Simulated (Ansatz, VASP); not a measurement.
**One calculation of KNbO3, two programs**

The input POSCAR:

```
KNbO3
1.0
    4.1021220000      0.0000000000      0.0000000000
    0.0000000000      4.1021220000      0.0000000000
    0.0000000000      0.0000000000      4.1021220000
K Nb O
1 1 3
Direct
    0.5000000000      0.5000000000      0.5000000000
    0.0000000000      0.0000000000      0.0000000000
    0.5000000000      0.0000000000      0.0000000000
    0.0000000000      0.5000000000      0.0000000000
    0.0000000000      0.0000000000      0.5000000000
```

INCAR.step1

```
PREC = Accurate ; ENCUT = 660
ISMEAR = -1 ; SIGMA = 0.1
LREAL = False ; LASPH = True
NELM = 200 ; MAGMOM = 0 0 0 0 0 1 0 0 0 0 0 0 0 0 0
LSORBIT = True ; GGA_COMPAT = False
LMAXMIX = 4 ; LDAU = True
LDAUTYPE = 2 ; LDAUL = -1 2 -1
LDAUU = 0 3.17 0 ; LDAUJ = 0 0 0
NBANDS = 55 ; GGA = PE
ALGO = Normal ; EDIFF = 1E-5
LWAVE = True ; LCHARG = False
```

The input INCAR.step2:

```
PREC = Accurate ; ENCUT = 660
EDIFF = 1E-6 ; ISMEAR = -1
SIGMA = 0.1 ; LREAL = False
LASPH = True ; NELM = 200
ALGO = Normal ; ISIF = 2
LWAVE = False ; LCHARG = True
MAGMOM = 0 0 0 0 0 1 0 0 0 0 0 0 0 0 0 ; LORBIT = 11
LSORBIT = True ; GGA_COMPAT = False
LORBMOM = True ; LMAXMIX = 4
LDAU = True ; LDAUTYPE = 2
LDAUL = -1 2 -1 ; LDAUU = 0 3.17 0
LDAUJ = 0 0 0 ; LDAUPRINT = 1
METAGGA = R2SCAN ; LMIXTAU = True
LVHAR = True ; NBANDS = 55
ISTART = 1
```

Contents of KPOINTS:

```
Automatic mesh
0
Gamma
  6 6 6
```

Input for Ansatz:

```yaml
crystal:
  lattice:
    - [4.102122, 0.0, 0.0]
    - [0.0, 4.102122, 0.0]
    - [0.0, 0.0, 4.102122]
  atoms:
    - { symbol: K, position: [0.5, 0.5, 0.5] }
    - { symbol: Nb, position: [0.0, 0.0, 0.0], spin: 1, spin_axis: [0.0, 0.0, 1.0] }
    - { symbol: O, position: [0.5, 0.0, 0.0] }
    - { symbol: O, position: [0.0, 0.5, 0.0] }
    - { symbol: O, position: [0.0, 0.0, 0.5] }
kpoints:
  mp_grid: { grid: [6, 6, 6], shift: [0, 0, 0] }
  band_path:
    path:
      - [0.0, 0.0, 0.0]
      - [0.0, 0.5, 0.0]
      - [0.5, 0.5, 0.0]
      - [0.0, 0.0, 0.0]
      - [0.5, 0.5, 0.5]
      - [0.0, 0.5, 0.0]
      - [0.5, 0.5, 0.5]
      - [0.5, 0.5, 0.0]
    npoints: 8
magnetization:
  noncollinear: true
  spin_orbit: true
scf:
  occupations: { method: fermi_dirac }
  lower_state_search: "off"
  max_iter: 200
hamiltonian:
  pseudopotentials: { kind: paw_fr }
  xc: r2scan
  hubbard:
    projectors: all-electron-ortho-atomic
    sites: [{ species: Nb, l: d, u_eff: 3.17 }]
basis:
  ecutwfc: 500
  fft_grid_basis: typed
output:
  forces: true
  stress: true
  eigenvalues: true
  bader: true
  populations: true
  elf: true
  write_potential: true
  volumetric_format: npy
  dos:
    e_range: [-12, 8]
    de: 0.05
    projected: { site_lists: { K: [K], Nb: [Nb], O: [O] } }
    method: { smearing: { sigma: 0.1, scheme: gaussian } }
checkpoint:
  read: saved_state
```

Alike in both runs: task single point; functional r2SCAN; k mesh 6 × 6 × 6; non-collinear spin, spin-orbit coupling; Hubbard terms Nb d U = 3.17 eV.

|  | VASP | Ansatz |
| --- | --- | --- |
| version | VASP 6.6.1 | Ansatz 0.2.0 |
| potentials or method | VASP PAW PBE potentials, release 64 (K_sv, Nb_sv, O), cutoff 660 eV | PAW plane waves |
| occupations | fermi-dirac, width 0.1 eV | fermi-dirac |
| valence electrons in the cell | 40 | 40 |

|  | VASP | Ansatz | Ansatz less VASP |
| --- | --- | --- | --- |
| pressure (GPa) | -11.3 | -12.5 | -1.17 |
| net moment per atom (μB) | 0.00 | 0.00 | 0.000 |

VASP's potentials were made for PBE, not for r2SCAN. The programs project onto different local orbitals, so the same U acts differently, and such runs can settle in different states. Ansatz's warnings: seeded moment not kept.
